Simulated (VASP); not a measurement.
# Mg12CO12F4 in VASP: notebook

Mg12CO12F4 is run at these levels: PBE; tasks: single point.

Everything below comes from runs of VASP 6.6.1. Logs are shortened: lines on timing, memory, paths and dates and some standing lists are left out, and cuts for length are marked.

## Step 1: The cell of the first run

The cell holds a slab with vacuum, 29 atoms: a = 5.606 Å, b = 5.606 Å, c = 16.722 Å, α = 90.00°, β = 90.00°, γ = 60.00°.

## Step 2: Single point, PBE

The input, INCAR:

```
PREC = Accurate
ENCUT = 520
EDIFF = 1E-6
ISMEAR = 0
SIGMA = 0.05
LREAL = Auto
LASPH = True
NELM = 80
ALGO = Normal
ISIF = 2
LWAVE = False
LCHARG = False
GGA = PE
NBANDS = 84
```

The input, KPOINTS:

```
regular mesh
0
Gamma
  2 2 1
```

The input, POSCAR:

```
Mg12CO12F4
1.0
    5.6059430000      0.0000000000      0.0000000000
    2.8029710000      4.8548890000      0.0000000000
    0.0000000000      0.0000000000     16.7215410000
Mg O C F
12 12 1 4
Direct
    0.0000000000      0.0000000000      0.0598031007
    0.0000001407      0.4999998970      0.0598031007
    0.4999999108      0.0000000000      0.0598031007
    0.5000000515      0.4999998970      0.0598031007
    0.6673430743      0.6656314902      0.2107402661
    0.6676253726      0.1670460437      0.2108168141
    0.1663250770      0.6670543858      0.2107052813
    0.1651990699      0.1669640645      0.2107397279
    0.3370786206      0.3220331093      0.3588268569
    0.3404445156      0.8390445178      0.3613224403
    0.8324596818      0.3349283578      0.3654439504
    0.8216634950      0.8406138637      0.3629079401
    0.3333333459      0.8333333677      0.1282362672
    0.3333333082      0.3333332647      0.1282362672
    0.8333332567      0.8333333677      0.1282362672
    0.8333333974      0.3333332647      0.1282362672
    0.0006538315      0.5015509108      0.2801790218
    0.0011234740     -0.0028270471      0.2809683031
    0.4976962696      0.5016252689      0.2798150601
    0.5002651419     -0.0003085549      0.2774722736
    0.6572276956      0.1713567499      0.4279500914
    0.6645451501      0.6727375229      0.4297877809
    0.1720018762      0.1655030630      0.4288137678
    0.1728884408      0.6615838179      0.4242381130
    0.4717368529      0.3561681843      0.5779951740
    0.1836563761      0.6472228304      0.5093158579
    0.4650720971      0.1360325643      0.5674198927
    0.6921716958      0.3630447576      0.5678845030
    0.3213303316      0.5059522473      0.6378090393
```

Potentials or basis: VASP PAW PBE potentials, release 64 (Mg, O, C, F).

Run with:

```sh
$ cat potpaw_PBE.64/Mg/POTCAR potpaw_PBE.64/O/POTCAR potpaw_PBE.64/C/POTCAR potpaw_PBE.64/F/POTCAR > POTCAR
$ mpirun -np 1 vasp_std > vasp.out
```

OUTCAR:

```text
PREC = Accurate
   ENCUT = 520
   EDIFF = 1E-6
   ISMEAR = 0
   LREAL = Auto
   LASPH = True
   NELM = 80
   ISIF = 2
   GGA = PE

 ion  position               nearest neighbor table
   1  0.000  0.000  0.060-  16 1.98  15 1.98  13 1.98   3 2.80   4 2.80   2 2.80   2 2.80   3 2.80
                             4 2.80   8 3.00   7 3.00   6 3.00
   2  0.000  0.500  0.060-  14 1.98  16 1.98  15 1.98   3 2.80   4 2.80   1 2.80   1 2.80   4 2.80
                             3 2.80   5 3.00   8 3.00   7 3.00
   3  0.500  0.000  0.060-  13 1.98  14 1.98  15 1.98   2 2.80   1 2.80   4 2.80   4 2.80   1 2.80
                             2 2.80   5 3.00   8 3.00   6 3.00
   4  0.500  0.500  0.060-  14 1.98  16 1.98  13 1.98   2 2.80   1 2.80   3 2.80   3 2.80   2 2.80
                             1 2.80   5 3.00   6 3.00   7 3.00
   5  0.667  0.666  0.211-  20 1.97  19 1.99  17 1.99  16 2.12  15 2.13  13 2.13   8 2.79   6 2.79
                             7 2.80   7 2.80   6 2.81   8 2.81  10 2.98   2 3.00   4 3.00   3 3.00
   6  0.668  0.167  0.211-  20 1.97  19 1.99  18 2.00  16 2.12  15 2.13  14 2.13   8 2.79   5 2.79
                             7 2.80   7 2.81   5 2.81   8 2.82   9 2.95   1 3.00  12 3.00   4 3.00
   7  0.166  0.667  0.211-  19 1.98  17 1.98  18 1.99  15 2.12  13 2.13  14 2.13   6 2.80   8 2.80
                             5 2.80   5 2.80   8 2.81   6 2.81   9 2.99   1 3.00   2 3.00   4 3.00
   8  0.165  0.167  0.211-  20 1.97  17 2.00  18 2.00  16 2.12  13 2.13  14 2.13   6 2.79   5 2.79
                             7 2.80   7 2.81   5 2.81   6 2.82   9 2.94  10 2.98   1 3.00   2 3.00
   9  0.337  0.322  0.359-  21 1.94  23 1.95  24 1.98  20 2.07  17 2.10  19 2.12  10 2.70  12 2.71
                            11 2.80  11 2.82  12 2.90  10 2.91   8 2.94   6 2.95   7 2.99
  10  0.340  0.839  0.361-  23 1.95  22 1.95  24 1.98  20 2.09  18 2.13  19 2.13   9 2.70  12 2.70
                            11 2.79  11 2.82  12 2.90   9 2.91   5 2.98   8 2.98   7 3.03
  11  0.832  0.335  0.365-  21 1.95  23 1.96  22 1.96  17 2.16  18 2.16  19 2.17  10 2.79   9 2.80
                            12 2.80  12 2.81  10 2.82   9 2.82   5 3.04   6 3.05   8 3.05
  12  0.822  0.841  0.363-  22 1.93  21 1.94  24 1.99  20 2.12  18 2.13  17 2.15  10 2.70   9 2.71
                            11 2.80  11 2.81   9 2.90  10 2.90   6 3.00   5 3.01   7 3.05
  13  0.333  0.833  0.128-   3 1.98   1 1.98   4 1.98   7 2.13   8 2.13   5 2.13
  14  0.333  0.333  0.128-   2 1.98   3 1.98   4 1.98   7 2.13   8 2.13   6 2.13
  15  0.833  0.833  0.128-   1 1.98   3 1.98   2 1.98   7 2.12   5 2.13   6 2.13
  16  0.833  0.333  0.128-   1 1.98   2 1.98   4 1.98   8 2.12   6 2.12   5 2.12
  17  0.001  0.502  0.280-   7 1.98   5 1.99   8 2.00   9 2.10  12 2.15  11 2.16
  18  0.001  0.997  0.281-   7 1.99   6 2.00   8 2.00  10 2.13  12 2.13  11 2.16
  19  0.498  0.502  0.280-   7 1.98   5 1.99   6 1.99   9 2.12  10 2.13  11 2.17
  20  0.500  1.000  0.277-   5 1.97   6 1.97   8 1.97   9 2.07  10 2.09  12 2.12
  21  0.657  0.171  0.428-   9 1.94  12 1.94  11 1.95
  22  0.665  0.673  0.430-  12 1.93  10 1.95  11 1.96
  23  0.172  0.166  0.429-  10 1.95   9 1.95  11 1.96
  24  0.173  0.662  0.424-  26 1.42  10 1.98   9 1.98  12 1.99
  25  0.472  0.356  0.578-  27 1.27  28 1.27  29 1.31
  26  0.184  0.647  0.509-  24 1.42
  27  0.465  0.136  0.567-  25 1.27
  28  0.692  0.363  0.568-  25 1.27
  29  0.321  0.506  0.638-  25 1.31

  LATTYP: Found a hexagonal cell.
 ALAT       =     5.6059427066
 C/A-ratio  =     2.9828240985

  Lattice vectors:

 A1 = (  -2.8029710000,  -4.8548890000,   0.0000000000)
 A2 = (   5.6059430000,   0.0000000000,   0.0000000000)
 A3 = (   0.0000000000,   0.0000000000,  16.7215410000)

Analysis of symmetry for initial positions (statically):
=====================================================================
 Subroutine PRICEL returns:
 Original cell was already a primitive cell.

 Routine SETGRP: Setting up the symmetry group for a
 hexagonal supercell.

 Subroutine GETGRP returns: Found  1 space group operations
 (whereof  1 operations were pure point group operations)
 out of a pool of 24 trial point group operations.

The static configuration has the point symmetry C_1 .

Analysis of symmetry for dynamics (positions and initial velocities):
=====================================================================
 Subroutine PRICEL returns:
 Original cell was already a primitive cell.

 Routine SETGRP: Setting up the symmetry group for a
 hexagonal supercell.

 Subroutine GETGRP returns: Found  1 space group operations
 (whereof  1 operations were pure point group operations)
 out of a pool of 24 trial point group operations.

The dynamic configuration has the point symmetry C_1 .

 Subroutine INISYM returns: Found  1 space group operations
 (whereof  1 operations are pure point group operations),
 and found     1 'primitive' translations

----------------------------------------------------------------------------------------

                                     Primitive cell

  volume of cell :     455.0973

  direct lattice vectors                    reciprocal lattice vectors
     5.605943000  0.000000000  0.000000000     0.178382121 -0.102988948  0.000000000
     2.802971000  4.854889000  0.000000000     0.000000000  0.205977933  0.000000000
     0.000000000  0.000000000 16.721541000     0.000000000  0.000000000  0.059803101

  length of vectors
     5.605943000  5.605942707 16.721541000     0.205977922  0.205977933  0.059803101

  position of ions in fractional coordinates (direct lattice)
     0.000000000  0.000000000  0.059803101
     0.000000141  0.499999897  0.059803101
     0.499999911  0.000000000  0.059803101
     0.500000052  0.499999897  0.059803101
     0.667343074  0.665631490  0.210740266
     0.667625373  0.167046044  0.210816814
[... 21 lines left out ...]
     0.692171696  0.363044758  0.567884503
     0.321330332  0.505952247  0.637809039

  ion indices of the primitive-cell ions
   primitive index   ion index
                 1           1
                 2           2
                 3           3
                 4           4
                 5           5
                 6           6
[... 21 lines left out ...]
                28          28
                29          29

----------------------------------------------------------------------------------------

 KPOINTS: regular mesh

Automatic generation of k-mesh.
 Grid dimensions read from file:
 generate k-points for:    2    2    1

 Generating k-lattice:

  Cartesian coordinates                     Fractional coordinates (reciprocal lattice)
     0.089191060 -0.051494474  0.000000000     0.500000000 -0.000000000  0.000000000
     0.000000000  0.102988966  0.000000000     0.000000000  0.500000000  0.000000000
     0.000000000  0.000000000  0.059803101     0.000000000  0.000000000  1.000000000

  Length of vectors
     0.102988961  0.102988966  0.059803101

  Shift w.r.t. Gamma in fractional coordinates (k-lattice)
     0.000000000  0.000000000  0.000000000

 Subroutine IBZKPT returns following result:
 ===========================================

 Found      4 irreducible k-points:

 Following reciprocal coordinates:
            Coordinates               Weight
  0.000000  0.000000  0.000000      1.000000
  0.500000  0.000000  0.000000      1.000000
  0.500000  0.500000  0.000000      1.000000
  0.000000  0.500000  0.000000      1.000000
   k-points           NKPTS =      4   k-points in BZ     NKDIM =      4   number of bands    NBANDS=     84
   number of dos      NEDOS =    301   number of ions     NIONS =     29
   total plane-waves  NPLWV = 222264
   dimension x,y,z NGX =    42 NGY =   42 NGZ =  126
   dimension x,y,z NGXF=    84 NGYF=   84 NGZF=  252
   ions per type =              12  12   1   4
   NGX,Y,Z   is equivalent  to a cutoff of  12.46, 12.46, 12.53 a.u.
   NGXF,Y,Z  is equivalent  to a cutoff of  24.91, 24.91, 25.05 a.u.
 SYSTEM =  unknown system
   PREC   = accura    normal or accurate (medium, high low for compatibility)
   ISTART =      0    job   : 0-new  1-cont  2-samecut
   ICHARG =      2    charge: 1-file 2-atom 10-const
   ISPIN  =      1    spin polarized calculation?
   LNONCOLLINEAR =      F non collinear calculations
   LSORBIT =      F    spin-orbit coupling
   LASPH  =      T    aspherical Exc in radial PAW
   ENCUT  =  520.0 eV  38.22 Ry    6.18 a.u.  10.42 10.42 31.09*2*pi/ulx,y,z
   NELM   =     80;   NELMIN=  2; NELMDL= -5     # of ELM steps
   EDIFF  = 0.1E-05   stopping-criterion for ELM
   LREAL  =      T    real-space projection
   EDIFFG = 0.1E-04   stopping-criterion for IOM
   NSW    =      0    number of steps for IOM
   IBRION =     -1    ionic relax: 0-MD 1-quasi-New 2-CG
   NFREE  =      0    steps in history (QN), initial steepest desc. (CG)
   ISIF   =      2    stress and relaxation
   ISYM   =      2    0-nonsym 1-usesym 2-fastsym
   POTIM  = 0.5000    time-step for ionic-motion
   TEBEG  =    0.0;   TEEND  =   0.0 temperature during run
   PSTRESS=    0.0 pullay stress
   NELECT =     128.0000    total number of electrons
   NUPDOWN=      -1.0000    fix difference up-down
   EMIN   =  10.00;   EMAX   =-10.00  energy-range for DOS
   EFERMI =   0.00;   METHOD = LEGACY
   ISMEAR =     0;   SIGMA  =   0.05  broadening in eV -4-tet -1-fermi 0-gaus
   EFERMI_NEDOS =   21; number of points for ismear=-14 and -15
   IALGO  =     38    algorithm
   IMIX   =      4    mixing-type and parameters
     AMIX     =   0.40;   BMIX     =  1.00
     AMIX_MAG =   1.60;   BMIX_MAG =  1.00
  volume/ion in A,a.u.               =      15.69       105.90
  Fermi-wavevector in a.u.,A,eV,Ry     =   1.072614  2.026946 15.653509  1.150500
  Thomas-Fermi vector in A             =   2.208389
   LORBIT       =      0    0 simple, 1 ext, 2 COOP (PROOUT), +10 PAW based schemes
   GGA     = PE    functional components
   LHFCALC =     F    Hartree Fock is set to
   AEXX    =    0.0000 exact exchange contribution
   IVDW    =     0    specifies the selected vdW correction
   LEPSILON=     F    determine dielectric tensor
   LRPA    =     F    only Hartree local field effects (RPA)
 non-spin polarized calculation
 Gauss-broadening in eV      SIGMA  =   0.05
  energy-cutoff  :      520.00
  volume of cell :      455.10
 maximum number of plane-waves:     12303
 NGX is ok and might be reduce to    42
   NGX = 21   NGY = 21   NGZ = 63

 number of electron     127.9999986 magnetization

 Free energy of the ion-electron system (eV)
  ---------------------------------------------------
  ext. energy  EPLUGINS =         0.00000000
  ---------------------------------------------------
  free energy    TOTEN  =      -142.81878179 eV

  energy without entropy =     -142.79662135  energy(sigma->0) =     -142.80770157

 E-fermi :   0.7014     XC(G=0):  -7.5341

 val. band max:        0.6815815018   @ k =   0.5000   0.0000   0.0000
 cond. band min:       0.7040280749   @ k =   0.5000   0.5000   0.0000
 fundamental gap:      0.0224465732
 Fermi energy:         0.7014383466

 k-point     1 :       0.0000    0.0000    0.0000
  band No.  band energies     occupation
      1     -30.3245      2.00000
      2     -28.2063      2.00000
      3     -27.8706      2.00000
      4     -26.3276      2.00000
      5     -18.9743      2.00000
      6     -17.9285      2.00000
[... 68 lines left out ...]
     75       6.2119      0.00000
     76       6.8539      0.00000
[... 235 lines left out ...]
     75       7.0273      0.00000
     76       7.3405      0.00000
 [bands above 76 left out]

------------------------ aborting loop because EDIFF is reached ----------------------------------------

  FORCE on cell =-STRESS in cart. coord.  units (eV):
  Direction    XX          YY          ZZ          XY          YZ          ZX
  --------------------------------------------------------------------------------------
  -------------------------------------------------------------------------------------
  Total       47.6793496     46.4335344      2.7157653      1.0899417      0.3277703     -0.1799117
  in kB      167.8559052    163.4699930      9.5608948      3.8371571      1.1539205     -0.6333820
  external PRESSURE =     113.6289310 kB  Pullay stress =       0.0000000 kB

 VOLUME and BASIS-vectors are now :
 -----------------------------------------------------------------------------
  energy-cutoff  :      520.00
  volume of cell :      455.10
      direct lattice vectors                 reciprocal lattice vectors
     5.605943000  0.000000000  0.000000000     0.178382121 -0.102988948  0.000000000
     2.802971000  4.854889000  0.000000000     0.000000000  0.205977933  0.000000000
     0.000000000  0.000000000 16.721541000     0.000000000  0.000000000  0.059803101

 POSITION                                       TOTAL-FORCE (eV/Angst)
 -----------------------------------------------------------------------------------
      0.00000      0.00000      1.00000         0.001189     -0.019022     -0.689065
      1.40149      2.42744      1.00000         0.022362      0.005411     -0.680506
      2.80297      0.00000      1.00000        -0.001009      0.006565     -0.646799
      4.20446      2.42744      1.00000        -0.022068      0.007419     -0.675604
      5.60683      3.23157      3.52390         0.000964      0.005748     -0.016190
      4.21090      0.81099      3.52518        -0.004230     -0.003028     -0.016612
[... 21 lines left out ...]
      4.89788      1.76254      9.49590         0.636610      0.007458     -0.064725
      3.21953      2.45634     10.66515        -0.160499      0.276465      0.385283
 -----------------------------------------------------------------------------------
    total drift:                               -0.007956     -0.002346     -0.010690

  FREE ENERGIE OF THE ION-ELECTRON SYSTEM (eV)
  ---------------------------------------------------
  free  energy   TOTEN  =      -142.8187817879 eV

  energy  without entropy=     -142.7966213530  energy(sigma->0) =     -142.80770157
```

Wall time 5.5 min (1 thread of Intel Xeon Platinum 8375C at 2.90GHz (Ice Lake), shared host); peak memory 0.55 GiB.

What came out:

| Item | Value |
| --- | --- |
| Free energy | -142.8188 eV |
| Largest force | 0.818 eV/Å |
| Band gap on the k mesh | zero (bands 64 and 65 overlap by 0.16 eV) |

Forces on the atoms (eV/Å):
```
Mg   0.001 -0.019 -0.689
Mg   0.022  0.005 -0.681
Mg  -0.001  0.007 -0.647
Mg  -0.022  0.007 -0.676
Mg   0.001  0.006 -0.016
Mg  -0.004 -0.003 -0.017
Mg   0.000 -0.001 -0.022
Mg   0.003 -0.003 -0.019
Mg  -0.004  0.015 -0.026
Mg  -0.011 -0.006 -0.018
Mg   0.008  0.003 -0.031
Mg   0.010 -0.010 -0.018
O   -0.038  0.003  0.678
O   -0.008  0.025  0.671
O    0.037 -0.006  0.682
O    0.008 -0.021  0.817
O   -0.001 -0.002  0.020
O    0.000  0.005  0.020
O    0.001 -0.002  0.015
O    0.000  0.001  0.014
O   -0.002  0.003  0.010
O   -0.004 -0.009 -0.010
O   -0.004  0.002 -0.012
O   -0.007  0.024 -0.337
C   -0.137  0.254 -0.243
F    0.000 -0.012  0.290
F   -0.327 -0.548 -0.077
F    0.637  0.007 -0.065
F   -0.160  0.276  0.385
```

Caveat: the k points lie up to 0.65 Å⁻¹ apart.

## Step 3: Single point, PBE

The input, INCAR:

```
ALGO     = Normal         # electronic algorithm
EDIFF    = 1E-6           # SCF threshold, eV
ENCUT    = 520            # plane-wave cutoff, eV
GGA      = PE             # functional
ISIF     = 2              # what is computed and relaxed
ISMEAR   = 0              # smearing method
LASPH    = True           # aspherical terms in the spheres
LCHARG   = True           # write CHGCAR
LELF     = True           # ELF
LREAL    = Auto         
LVHAR    = True         
LWAVE    = False          # write WAVECAR
NBANDS   = 84             # bands
NELM     = 60             # most SCF steps
PREC     = Accurate       # precision mode
SIGMA    = 0.05           # smearing width, eV
```

The input, KPOINTS:

```
k-points
0
Gamma
  2 2 1
```

The input, POSCAR:

```
Mg12CO12F4
1.0
    5.6059430000      0.0000000000      0.0000000000
    2.8029710000      4.8548890000      0.0000000000
    0.0000000000      0.0000000000     16.7215410000
Mg O C F
12 12 1 4
Direct
    0.0000000000      0.0000000000      0.0598031007
    0.0000001407      0.4999998970      0.0598031007
    0.4999999108      0.0000000000      0.0598031007
    0.5000000515      0.4999998970      0.0598031007
    0.6633314675      0.6707292381      0.2128120847
    0.6611653341      0.1734972725      0.2111187001
    0.1603514522      0.6729309362      0.2119667081
    0.1580730621      0.1762909512      0.2126594672
    0.3182730248      0.3453965683      0.3655338345
    0.3242178876      0.8516456298      0.3571246215
    0.8157294552      0.3442051919      0.3723837414
    0.8060223068      0.8556170903      0.3657811801
    0.3333333459      0.8333333677      0.1282362672
    0.3333333082      0.3333332647      0.1282362672
    0.8333332567      0.8333333677      0.1282362672
    0.8333333974      0.3333332647      0.1282362672
   -0.0061755544      0.5111564858      0.2810380335
   -0.0127627861      0.0095664391      0.2813026622
    0.4926263312      0.5038588936      0.2821385302
    0.4939770597      0.0110877921      0.2791295970
    0.6308209581      0.1896515039      0.4461930871
    0.6436039032      0.6900503801      0.4265142788
    0.1621047283      0.1737763726      0.4257050232
    0.1490701812      0.6949897310      0.4232973504
    0.6090973870      0.1931135810      0.5297403511
    0.1601770963      0.7719117780      0.5022942563
    0.6923513879     -0.0591127830      0.5593936588
    0.7639424380      0.2912610360      0.5616747284
    0.3534805790      0.3472312137      0.5596269507
```

Potentials or basis: VASP PAW PBE potentials, release 64 (Mg, O, C, F).

Run with:

```sh
$ cat potpaw_PBE.64/Mg/POTCAR potpaw_PBE.64/O/POTCAR potpaw_PBE.64/C/POTCAR potpaw_PBE.64/F/POTCAR > POTCAR
$ mpirun -np 1 vasp_std > vasp.out
```

It took 5.8 min on 1 thread of Intel Xeon Platinum 8375C at 2.90GHz (Ice Lake), shared host; peak memory 0.55 GiB.

Results (log left out):

```
Free energy            : -145.9288 eV
Largest force          : 0.850 eV/Å
Band gap on the k mesh : zero (bands 64 and 65 overlap by 0.21 eV)
```

Forces on the atoms (eV/Å):
```
Mg   0.019  0.001 -0.543
Mg  -0.007  0.005 -0.527
Mg  -0.025 -0.008 -0.500
Mg   0.004  0.027 -0.549
Mg   0.002  0.011 -0.031
Mg  -0.010  0.009 -0.042
Mg  -0.011  0.006 -0.024
Mg   0.002  0.015 -0.035
Mg   0.001  0.051  0.001
Mg  -0.010  0.014 -0.046
Mg  -0.006  0.012 -0.051
Mg  -0.010  0.025 -0.025
O   -0.051  0.048  0.847
O   -0.036  0.112  0.624
O   -0.026  0.065  0.604
O   -0.042  0.098  0.779
O   -0.008  0.006  0.033
O   -0.006  0.022  0.040
O   -0.009  0.004  0.050
O   -0.005  0.013  0.047
O   -0.025  0.010 -0.067
O   -0.035  0.017  0.012
O   -0.027 -0.002  0.013
O   -0.070 -0.043 -0.385
C    0.106 -0.223 -0.493
F    0.125  0.265  0.315
F    0.151 -0.592  0.070
F    0.356  0.028  0.114
F   -0.347  0.003 -0.231
```

Levels at points of the mesh, in eV from the Fermi level:
```
           k point  band 62  band 63  band 64  band 65  band 66  band 67
(0.00, 0.00, 0.00)    -0.22     0.01     0.15     2.68     2.69     2.69
(0.50, 0.00, 0.00)    -0.29    -0.15    -0.06    -0.05     2.20     2.20
(0.50, 0.50, 0.00)    -0.14    -0.07    -0.05     0.09     2.20     2.20
(0.00, 0.50, 0.00)    -0.25    -0.12    -0.06    -0.05     2.20     2.20
```

Caveat: the k points lie up to 0.65 Å⁻¹ apart.
